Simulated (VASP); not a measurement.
## TiAl: single point with PBE

The system is TiAl.

```
Ti Al
1.0
     0.00188    0.00025    2.86217
     6.73989   -0.18409   -0.00415
    -0.18883    6.74028   -0.00079
Ti Al
4 4
Direct
  0.49995 0.29437 0.20563
  0.50005 0.20562 0.79438
  0.50010 0.70562 0.29437
  0.49991 0.79439 0.70562
  0.00002 0.95597 0.04402
  0.99999 0.04404 0.45597
  0.99996 0.54403 0.95597
  0.00002 0.45597 0.54403
```

```json
{
 "Program": "VASP 6.6.1",
 "Task": "single point",
 "Functional": "PBE",
 "Potentials or basis": "VASP PAW PBE potentials, release 64 (Ti_sv, Al)",
 "Cutoff": "520 eV",
 "k mesh": "6 × 4 × 4",
 "Occupations": "gaussian, width 0.2 eV",
 "Spin": "no spin polarisation"
}
```

```json
{"Pressure": "-0.1 GPa", "Largest force": "0.010 eV/Å", "Band gap on the k mesh": "zero (bands 30 and 31 overlap by 0.50 eV)"}
```

Forces on the atoms (eV/Å):
```
Ti   0.007 -0.007  0.000
Ti  -0.006  0.007  0.000
Ti  -0.006  0.007 -0.001
Ti   0.006 -0.007  0.000
Al   0.003 -0.002  0.000
Al  -0.003  0.003  0.000
Al  -0.003  0.003  0.000
Al   0.003 -0.003  0.000
```

Levels at points of the mesh, in eV from the Fermi level:
```csv
k point,band 27,band 28,band 29,band 30,band 31,band 32,band 33,band 34
"(0.00, 0.00, 0.00)",-0.59,-0.46,-0.46,-0.21,-0.21,0.67,1.36,1.59
"(0.50, 0.00, 0.00)",-1.51,-1.46,-0.38,-0.38,0.07,0.52,0.75,0.75
"(0.00, 0.50, 0.00)",-0.75,-0.75,-0.32,-0.32,0.56,0.56,1.13,1.13
"(0.00, 0.00, 0.50)",-0.75,-0.75,-0.32,-0.32,0.56,0.56,1.12,1.12
"(0.50, 0.50, 0.00)",-1.17,-1.17,-0.23,-0.23,0.47,0.47,0.68,0.68
"(0.50, 0.00, 0.50)",-1.17,-1.17,-0.23,-0.23,0.47,0.47,0.68,0.68
"(0.00, 0.50, 0.50)",-1.50,-0.63,-0.37,-0.25,-0.25,0.33,1.38,1.69
"(0.50, 0.50, 0.50)",-1.84,-0.79,-0.34,-0.07,0.02,0.02,0.49,0.58
```

Run time: 11 min on 1 thread of Intel(R) Xeon(R) Platinum 8175M CPU @ 2.50GHz (Skylake/Cascade Lake), with other jobs on the host, peak memory 0.37 GiB.

Caveat: the k points lie up to 0.37 Å⁻¹ apart.
